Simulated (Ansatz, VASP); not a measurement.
# BaS in VASP and in Ansatz

```
CELL_PARAMETERS angstrom
0.00000 3.34600 3.34600
3.34600 0.00000 3.34600
3.34600 3.34600 0.00000
ATOMIC_POSITIONS crystal
Ba 0.00000 0.00000 0.00000
S 0.75000 0.75000 0.75000
```

Alike in both runs: task single point; functional PBE; k mesh 6 × 6 × 6; occupations gaussian, width 0.02 eV; no spin polarisation.

|  | VASP | Ansatz |
| --- | --- | --- |
| version | VASP 6.6.1 | Ansatz 0.2.0 |
| potentials or method | VASP PAW PBE potentials, release 64 (Ba_sv, S), cutoff 500 eV | scalar-relativistic, plane waves, PAW |
| valence electrons in the cell | 16 | 16 |

|  | VASP | Ansatz | Ansatz less VASP |
| --- | --- | --- | --- |
| gap on the k mesh at the Fermi level (eV) | 2.97 | 2.93 | -0.035 |
| least direct gap on the mesh (eV) | 3.41 | 3.45 | +0.044 |
| pressure (GPa) | 6.3 | 5.6 | -0.73 |

Spin-orbit coupling is off throughout.
